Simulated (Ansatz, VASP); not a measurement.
CsH: VASP beside Ansatz

The input INCAR:

```
SYSTEM = CsH
ALGO = Normal
EDIFF = 1E-6
ENCUT = 520
GGA = CA
ISIF = 2
ISMEAR = 0
LASPH = .TRUE.
LCHARG = .TRUE.
LELF = .TRUE.
LREAL = .FALSE.
LVHAR = .TRUE.
LWAVE = .FALSE.
NBANDS = 18
NELM = 80
PREC = Accurate
SIGMA = 0.02
```

The input KPOINTS:

```
k-points
0
G
  6 6 6
  0 0 0
```

POSCAR

```
CsH
1.0
    3.0514319718      3.0514319718      0.0000000000
   -3.0514319718      3.0514319718      0.0000000000
    0.0000000000      0.0000000000      5.8581470035
Cs H
2 2
Direct
    0.0000000000      0.0000000000      0.0000000000
    0.5000000000      0.5000000000      0.5000000000
    0.5000000000      0.5000000000      0.0000000000
    0.0000000000      0.0000000000      0.5000000000
```

Input for Ansatz:

```yaml
crystal:
  lattice:
    - [3.0514319718, 3.0514319718, 0.0]
    - [-3.0514319718, 3.0514319718, 0.0]
    - [0.0, 0.0, 5.8581470035]
  atoms:
    - { symbol: Cs, position: [0.0, 0.0, 0.0] }
    - { symbol: Cs, position: [0.5, 0.5, 0.5] }
    - { symbol: H, position: [0.5, 0.5, 0.0] }
    - { symbol: H, position: [0.0, 0.0, 0.5] }
basis:
  ecutwfc: 420
kpoints:
  mp_grid: { grid: [6, 6, 6] }
  band_path: { path: [VBM, CBM], npoints: 2 }
hamiltonian:
  xc: lda
scf:
  occupations: { method: gaussian, width: 0.02 }
output:
  forces: true
  stress: true
  eigenvalues: true
checkpoint:
  read: start.run
  write: ck
  compress: false
  write_wavefunctions: false
  write_every: 100000
```

Alike in both runs: task single point; functional LDA; k mesh 6 × 6 × 6; occupations gaussian, width 0.02 eV; no spin polarisation.

|  | VASP | Ansatz |
| --- | --- | --- |
| version | VASP 6.6.1 | Ansatz 0.2.0 |
| potentials or method | VASP PAW LDA potentials, release 64 (Cs_sv, H), cutoff 520 eV | scalar-relativistic, plane waves, PAW |
| valence electrons in the cell | 20 | 20 |

Ansatz gave:

- gap on the k mesh at the Fermi level (eV): 1.67
- least direct gap on the mesh (eV): 1.67
- pressure (GPa): 0.6
- traceless stress, the component that is largest in VASP (GPa): 1.10

Task: Estimate VASP's values.

Result: gap on the k mesh at the Fermi level (eV): 1.64; least direct gap on the mesh (eV): 1.64; pressure (GPa): 0.6; traceless stress, the component that is largest in VASP (GPa): 1.13.

LDA's correlation is that of Perdew and Zunger in VASP and of Perdew and Wang (1992) in Ansatz.

Spin-orbit coupling is off throughout.
